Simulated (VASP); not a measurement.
Write the native input for VASP 6.6.1 that does the following.

| Item | Value |
| --- | --- |
| Task | single point |
| Functional | BLYP |
| Potentials or basis | VASP PAW PBE potentials, release 64 (Cu) |
| Cutoff | 520 eV |
| k mesh | 14 × 14 × 13 |
| Occupations | gaussian, width 0.1 eV |
| Spin | no spin polarisation |
| Dipole correction | no |
| Further INCAR settings | ALGO = Normal; EDIFF = 1e-06; NBANDS = 18 |

The structure of Cu lies in POSCAR:

```
Cu
1.0
    1.2184600000     -3.9763800000      0.0000000000
    1.2184600000      3.9763800000      0.0000000000
    0.0000000000      0.0000000000      2.4755000000
Cu
2
Direct
    0.1338700000      0.8661300000      0.2500000000
    0.8661300000      0.1338700000      0.7500000000
```

The input as run:

INCAR

```
SYSTEM = Cu
PREC = Accurate
ENCUT = 520
EDIFF = 1E-6
ISMEAR = 0
SIGMA = 0.1
LREAL = .FALSE.
LASPH = .TRUE.
NELM = 80
ALGO = Normal
ISIF = 2
LWAVE = .FALSE.
LCHARG = .TRUE.
GGA = B5
ALDAX = 1.0
AGGAX = 1.0
AGGAC = 1.0
ALDAC = 0.0
LELF = .TRUE.
LVHAR = .TRUE.
NBANDS = 18
```

KPOINTS

```
regular mesh
0
G
  14 14 13
  0 0 0
```

Potentials or basis: VASP PAW PBE potentials, release 64 (Cu).

Command:

```console
$ cat potpaw_PBE.64/Cu/POTCAR > POTCAR
$ mpirun -np 1 vasp_std > vasp.out
```

It gave:

| Quantity | Value |
| --- | --- |
| Pressure | 15.2 GPa |
| Largest force | 0.104 eV/Å |
| Band gap on the k mesh | zero (band 11 reaches 11.60 eV, above the bottom of band 12 at 6.15 eV) |

Caveat: the PAW data sets were made with another functional, which shifts forces and pressure a little.

Wall time 88 s on 1 thread of Intel(R) Xeon(R) Platinum 8488C (Sapphire Rapids) (shared host), peak memory 0.26 GiB.
